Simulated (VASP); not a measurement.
# H in VASP: notebook

H is run at these levels: PBE; tasks: single point, relaxation of cell and atoms.

All numbers are computed with VASP 6.6.1; they aren't measurements. Logs are shortened: lines on timing, memory, paths and dates and some standing lists are left out, and cuts for length are marked.

## (1) The cell of the first run

The structure is orthorhombic, space group Cmce (No. 64). The conventional cell has a = 5.421 Å, b = 5.144 Å, c = 4.418 Å, α = 90.00°, β = 90.00°, γ = 90.00°. H (site symmetry m) has 1 H at 0.75 Å within 1.0 Å.

## (2) Single point, PBE

File INCAR:

```
PREC = Accurate
ENCUT = 520
EDIFF = 1E-6
ISMEAR = 0
SIGMA = 0.02
LREAL = False
LASPH = True
NELM = 80
ALGO = Normal
ISIF = 2
LWAVE = False
LCHARG = True
GGA = PE
LELF = True
LVHAR = True
NBANDS = 10
```

File KPOINTS:

```
regular mesh
0
Gamma
  6 6 6
```

File POSCAR:

```
H
1.0
    2.7104473372     -2.5718366551      0.0000000000
    2.7104473372      2.5718366551      0.0000000000
    0.0000000000      0.0000000000      4.4179722760
H
4
Direct
    0.9532949706      0.0467050294      0.0652763340
    0.4532949706      0.5467050294      0.4347236660
    0.5467050294      0.4532949706      0.5652763340
    0.0467050294      0.9532949706      0.9347236660
```

Potentials or basis: VASP PAW PBE potentials, release 64 (H).

Run with:

```sh
$ cat potpaw_PBE.64/H/POTCAR > POTCAR
$ mpirun -np 1 vasp_std > vasp.out
```

OUTCAR:

```text
PREC = Accurate
   ENCUT = 520
   EDIFF = 1E-6
   ISMEAR = 0
   LREAL = False
   LASPH = True
   NELM = 80
   ISIF = 2
   GGA = PE

 ion  position               nearest neighbor table
   1  0.953  0.047  0.065-   4 0.75
   2  0.453  0.547  0.435-   3 0.75
   3  0.547  0.453  0.565-   2 0.75
   4  0.047  0.953  0.935-   1 0.75

  LATTYP: Found a base centered orthorhombic cell.
 ALAT       =     5.1436733102
 B/A-ratio  =     1.0538956010
 C/A-ratio  =     0.8589138558

  Lattice vectors:

 A1 = (  -2.7104473372,  -2.5718366551,   0.0000000000)
 A2 = (   2.7104473372,  -2.5718366551,   0.0000000000)
 A3 = (   0.0000000000,   0.0000000000,   4.4179722760)

Analysis of symmetry for initial positions (statically):
=====================================================================
 Subroutine PRICEL returns:
 Original cell was already a primitive cell.

 Routine SETGRP: Setting up the symmetry group for a
 base centered orthorhombic supercell.

 Subroutine GETGRP returns: Found  8 space group operations
 (whereof  4 operations were pure point group operations)
 out of a pool of  8 trial point group operations.

The static configuration has the point symmetry C_2h.
 The point group associated with its full space group is D_2h.

Analysis of symmetry for dynamics (positions and initial velocities):
=====================================================================
 Subroutine PRICEL returns:
 Original cell was already a primitive cell.

 Routine SETGRP: Setting up the symmetry group for a
 base centered orthorhombic supercell.

 Subroutine GETGRP returns: Found  8 space group operations
 (whereof  4 operations were pure point group operations)
 out of a pool of  8 trial point group operations.

The dynamic configuration has the point symmetry C_2h.
 The point group associated with its full space group is D_2h.

 Subroutine INISYM returns: Found  8 space group operations
 (whereof  4 operations are pure point group operations),
 and found     1 'primitive' translations

----------------------------------------------------------------------------------------

                                     Primitive cell

  volume of cell :      61.5938

  direct lattice vectors                    reciprocal lattice vectors
     2.710447337 -2.571836655  0.000000000     0.184471394 -0.194413591  0.000000000
     2.710447337  2.571836655  0.000000000     0.184471394  0.194413591  0.000000000
     0.000000000  0.000000000  4.417972276     0.000000000  0.000000000  0.226348184

  length of vectors
     3.736424567  3.736424567  4.417972276     0.268004365  0.268004365  0.226348184

  position of ions in fractional coordinates (direct lattice)
     0.953294971  0.046705029  0.065276334
     0.453294971  0.546705029  0.434723666
     0.546705029  0.453294971  0.565276334
     0.046705029  0.953294971  0.934723666

  ion indices of the primitive-cell ions
   primitive index   ion index
                 1           1
                 2           2
                 3           3
                 4           4

----------------------------------------------------------------------------------------

 KPOINTS: regular mesh

Automatic generation of k-mesh.
 Grid dimensions read from file:
 generate k-points for:    6    6    6

 Generating k-lattice:

  Cartesian coordinates                     Fractional coordinates (reciprocal lattice)
     0.030745232 -0.032402265  0.000000000     0.166666667  0.000000000  0.000000000
     0.030745232  0.032402265  0.000000000     0.000000000  0.166666667  0.000000000
     0.000000000  0.000000000  0.037724697     0.000000000  0.000000000  0.166666667

  Length of vectors
     0.044667394  0.044667394  0.037724697

  Shift w.r.t. Gamma in fractional coordinates (k-lattice)
     0.000000000  0.000000000  0.000000000

 Subroutine IBZKPT returns following result:
 ===========================================

 Found     52 irreducible k-points:

 Following reciprocal coordinates:
            Coordinates               Weight
  0.000000  0.000000  0.000000      1.000000
  0.166667  0.000000  0.000000      4.000000
  0.333333 -0.000000  0.000000      4.000000
  0.500000 -0.000000  0.000000      2.000000
  0.166667  0.166667  0.000000      2.000000
  0.333333  0.166667  0.000000      4.000000
[... 16 lines left out ...]
  0.333333  0.333333  0.166667      4.000000
  0.500000  0.333333  0.166667      8.000000
 [... further k-points ...]
   k-points           NKPTS =     52   k-points in BZ     NKDIM =     52   number of bands    NBANDS=     10
   number of dos      NEDOS =    301   number of ions     NIONS =      4
   total plane-waves  NPLWV =  28224
   dimension x,y,z NGX =    28 NGY =   28 NGZ =   36
   dimension x,y,z NGXF=    56 NGYF=   56 NGZF=   72
   ions per type =               4
   NGX,Y,Z   is equivalent  to a cutoff of  12.46, 12.46, 13.55 a.u.
   NGXF,Y,Z  is equivalent  to a cutoff of  24.92, 24.92, 27.09 a.u.
 SYSTEM =  unknown system
   PREC   = accura    normal or accurate (medium, high low for compatibility)
   ISTART =      0    job   : 0-new  1-cont  2-samecut
   ICHARG =      2    charge: 1-file 2-atom 10-const
   ISPIN  =      1    spin polarized calculation?
   LNONCOLLINEAR =      F non collinear calculations
   LSORBIT =      F    spin-orbit coupling
   LASPH  =      T    aspherical Exc in radial PAW
   ENCUT  =  520.0 eV  38.22 Ry    6.18 a.u.   6.95  6.95  8.21*2*pi/ulx,y,z
   NELM   =     80;   NELMIN=  2; NELMDL= -5     # of ELM steps
   EDIFF  = 0.1E-05   stopping-criterion for ELM
   LREAL  =      F    real-space projection
   EDIFFG = 0.1E-04   stopping-criterion for IOM
   NSW    =      0    number of steps for IOM
   IBRION =     -1    ionic relax: 0-MD 1-quasi-New 2-CG
   NFREE  =      0    steps in history (QN), initial steepest desc. (CG)
   ISIF   =      2    stress and relaxation
   ISYM   =      2    0-nonsym 1-usesym 2-fastsym
   POTIM  = 0.5000    time-step for ionic-motion
   TEBEG  =    0.0;   TEEND  =   0.0 temperature during run
   PSTRESS=    0.0 pullay stress
   NELECT =       4.0000    total number of electrons
   NUPDOWN=      -1.0000    fix difference up-down
   EMIN   =  10.00;   EMAX   =-10.00  energy-range for DOS
   EFERMI =   0.00;   METHOD = LEGACY
   ISMEAR =     0;   SIGMA  =   0.02  broadening in eV -4-tet -1-fermi 0-gaus
   EFERMI_NEDOS =   21; number of points for ismear=-14 and -15
   IALGO  =     38    algorithm
   IMIX   =      4    mixing-type and parameters
     AMIX     =   0.40;   BMIX     =  1.00
     AMIX_MAG =   1.60;   BMIX_MAG =  1.00
  volume/ion in A,a.u.               =      15.40       103.91
  Fermi-wavevector in a.u.,A,eV,Ry     =   0.658035  1.243506  5.891461  0.433010
  Thomas-Fermi vector in A             =   1.729730
   LORBIT       =      0    0 simple, 1 ext, 2 COOP (PROOUT), +10 PAW based schemes
   GGA     = PE    functional components
   LHFCALC =     F    Hartree Fock is set to
   AEXX    =    0.0000 exact exchange contribution
   IVDW    =     0    specifies the selected vdW correction
   LEPSILON=     F    determine dielectric tensor
   LRPA    =     F    only Hartree local field effects (RPA)
 non-spin polarized calculation
 Gauss-broadening in eV      SIGMA  =   0.02
  energy-cutoff  :      520.00
  volume of cell :       61.59
 maximum number of plane-waves:      1676
   NGX = 13   NGY = 13   NGZ = 17

 number of electron       4.0000003 magnetization

 Free energy of the ion-electron system (eV)
  ---------------------------------------------------
  ext. energy  EPLUGINS =         0.00000000
  ---------------------------------------------------
  free energy    TOTEN  =       -13.58199358 eV

  energy without entropy =      -13.58199358  energy(sigma->0) =      -13.58199358

 E-fermi :  -8.6635     XC(G=0):  -4.7046

 val. band max:       -8.7766832565   @ k =   0.0000   0.0000   0.0000
 cond. band min:       0.5420630319   @ k =   0.5000  -0.0000   0.5000
 fundamental gap:      9.3187462884
 Fermi energy:        -8.6634573671

 k-point     1 :       0.0000    0.0000    0.0000
  band No.  band energies     occupation
      1     -10.2563      2.00000
      2      -8.7767      2.00000
      3       2.1721      0.00000
      4       3.4343      0.00000
      5       4.3292      0.00000
      6       6.3512      0.00000
      7       6.5395      0.00000
      8       8.1602      0.00000
      9       9.6776      0.00000
     10      10.3540      0.00000

 k-point     2 :       0.1667    0.0000    0.0000
  band No.  band energies     occupation
      1     -10.1281      2.00000
      2      -8.8283      2.00000
      3       2.3018      0.00000
      4       3.2442      0.00000
      5       3.5003      0.00000
      6       5.7743      0.00000
      7       7.0855      0.00000
      8       8.7757      0.00000
      9      10.3007      0.00000
     10      10.5277      0.00000

 k-point     3 :       0.3333   -0.0000    0.0000
  band No.  band energies     occupation
      1      -9.7882      2.00000
      2      -9.0154      2.00000
      3       2.1314      0.00000
      4       2.3186      0.00000
      5       3.5555      0.00000
      6       5.6939      0.00000
      7       7.5893      0.00000
      8       8.2355      0.00000
      9       9.5303      0.00000
     10      11.2349      0.00000
[... 248 lines left out ...]
 k-point    23 :       0.3333    0.3333    0.1667
  band No.  band energies     occupation
      1      -9.4847      2.00000
      2      -8.9873      2.00000
      3       1.6081      0.00000
      4       2.2136      0.00000
      5       2.9280      0.00000
      6       6.1443      0.00000
      7       6.1836      0.00000
      8       7.7381      0.00000
      9       9.3128      0.00000
     10       9.3216      0.00000

 k-point    24 :       0.5000    0.3333    0.1667
  band No.  band energies     occupation
      1      -9.2690      2.00000
      2      -9.1007      2.00000
      3       1.3101      0.00000
      4       2.0016      0.00000
      5       3.6146      0.00000
      6       4.9998      0.00000
      7       6.7808      0.00000
      8       7.9309      0.00000
      9       8.3740      0.00000
     10       8.6389      0.00000

 [... further k-points ...]

------------------------ aborting loop because EDIFF is reached ----------------------------------------

  FORCE on cell =-STRESS in cart. coord.  units (eV):
  Direction    XX          YY          ZZ          XY          YZ          ZX
  --------------------------------------------------------------------------------------
  -------------------------------------------------------------------------------------
  Total       -0.0473167     -0.0626110     -0.0540697      0.0000000      0.0000000      0.0000000
  in kB       -1.2308006     -1.6286361     -1.4064590      0.0000000      0.0000000      0.0000000
  external PRESSURE =      -1.4219652 kB  Pullay stress =       0.0000000 kB

 VOLUME and BASIS-vectors are now :
 -----------------------------------------------------------------------------
  energy-cutoff  :      520.00
  volume of cell :       61.59
      direct lattice vectors                 reciprocal lattice vectors
     2.710447337 -2.571836655  0.000000000     0.184471394 -0.194413591  0.000000000
     2.710447337  2.571836655  0.000000000     0.184471394  0.194413591  0.000000000
     0.000000000  0.000000000  4.417972276     0.000000000  0.000000000  0.226348184

 POSITION                                       TOTAL-FORCE (eV/Angst)
 -----------------------------------------------------------------------------------
      2.71045     -2.33160      0.28839         0.000000     -0.003236     -0.004537
      2.71045      0.24024      1.92060         0.000000     -0.003236      0.004537
      2.71045     -0.24024      2.49738         0.000000      0.003236     -0.004537
      2.71045      2.33160      4.12958         0.000000      0.003236      0.004537
 -----------------------------------------------------------------------------------
    total drift:                                0.000000     -0.000000      0.000000

  FREE ENERGIE OF THE ION-ELECTRON SYSTEM (eV)
  ---------------------------------------------------
  free  energy   TOTEN  =       -13.5819935809 eV

  energy  without entropy=      -13.5819935809  energy(sigma->0) =      -13.58199358
```

It took 34 s on 1 thread of Intel Xeon 8259CL, shared host; peak memory 0.17 GiB.

Results:

```
Free energy            : -13.5820 eV
Pressure               : -0.1 GPa
Largest force          : 0.006 eV/Å
Band gap on the k mesh : 9.32 eV (least direct gap 9.82 eV)
```

Forces on the atoms (eV/Å):
```
H    0.000 -0.003 -0.005
H    0.000 -0.003  0.005
H    0.000  0.003 -0.005
H    0.000  0.003  0.005
```

Caveat: this functional lacks dispersion, which holds the molecules together, so the pressure and a relaxed volume are unreliable.

## (3) Relaxation of cell and atoms, PBE

File INCAR:

```
PREC     = Accurate       # precision mode
ENCUT    = 600            # plane-wave cutoff, eV
EDIFF    = 1E-6           # SCF threshold, eV
ISMEAR   = 0              # smearing method
SIGMA    = 0.02           # smearing width, eV
LREAL    = False          # projectors in reciprocal space
LASPH    = True           # aspherical terms in the spheres
NELM     = 100            # most SCF steps
ALGO     = Normal         # electronic algorithm
ISIF     = 3              # what is computed and relaxed
LWAVE    = False          # write WAVECAR
LCHARG   = False          # write CHGCAR
GGA      = PE             # functional
IBRION   = 2              # ionic algorithm
NSW      = 100            # ionic steps
EDIFFG   = -0.01          # ionic threshold
```

KPOINTS is that of step 2.

POSCAR is that of step 2.

Potentials or basis: VASP PAW PBE potentials, release 64 (H).

Run with:

```sh
$ cat potpaw_PBE.64/H/POTCAR > POTCAR
$ mpirun -np 1 vasp_std > vasp.out
```

Wall time 42 s (1 thread of Intel Xeon 8259CL, shared host); peak memory 0.17 GiB.

Results (log left out):

```
Free energy                           : -13.5853 eV
Relaxed volume                        : 15.40 Å³/atom
Relaxed cell                          : a = 3.736 Å, b = 3.736 Å, c = 4.418 Å, α = 90.00°, β = 90.00°, γ = 86.99°
Space group after relaxing (to 0.1 Å) : Cmce (No. 64)
Energy gained by relaxing             : 0.0 meV/atom
Ionic steps                           : 3
Pressure after relaxing               : 0.0 GPa
Largest force after relaxing          : 0.003 eV/Å
Band gap on the k mesh                : 9.32 eV (least direct gap 9.82 eV)
```

Forces on the atoms (eV/Å):
```
H    0.000  0.002  0.002
H    0.000  0.002 -0.002
H    0.000 -0.002  0.002
H    0.000 -0.002 -0.002
```

Final structure:
```
CELL_PARAMETERS angstrom
2.71036 -2.57160 0.00000
2.71036 2.57160 0.00000
0.00000 0.00000 4.41771
ATOMIC_POSITIONS crystal
H 0.95332 0.04668 0.06524
H 0.45332 0.54668 0.43476
H 0.54668 0.45332 0.56524
H 0.04668 0.95332 0.93476
```

Levels at points of the mesh, in eV from the valence-band top:
| k point | band 1 | band 2 | band 3 | band 4 | band 5 | band 6 |
| --- | --- | --- | --- | --- | --- | --- |
| (0.00, 0.00, 0.00) | -1.48 | 0.00 | 10.95 | 12.21 | 13.11 | 15.13 |
| (0.50, 0.00, 0.00) | -0.59 | -0.59 | 10.67 | 10.67 | 13.44 | 13.44 |
| (0.50, 0.50, 0.00) | -0.48 | -0.25 | 9.87 | 10.45 | 13.57 | 15.06 |
| (0.00, 0.00, 0.50) | -0.75 | -0.75 | 10.42 | 10.42 | 15.35 | 15.35 |
| (0.50, 0.00, 0.50) | -0.50 | -0.50 | 9.32 | 9.32 | 15.52 | 15.52 |
| (0.50, 0.50, 0.50) | -0.31 | -0.31 | 11.06 | 11.06 | 12.35 | 12.35 |

Caveat: this functional lacks dispersion, which holds the molecules together, so the pressure and a relaxed volume are unreliable.

(Part 1 of 2 ends here.)
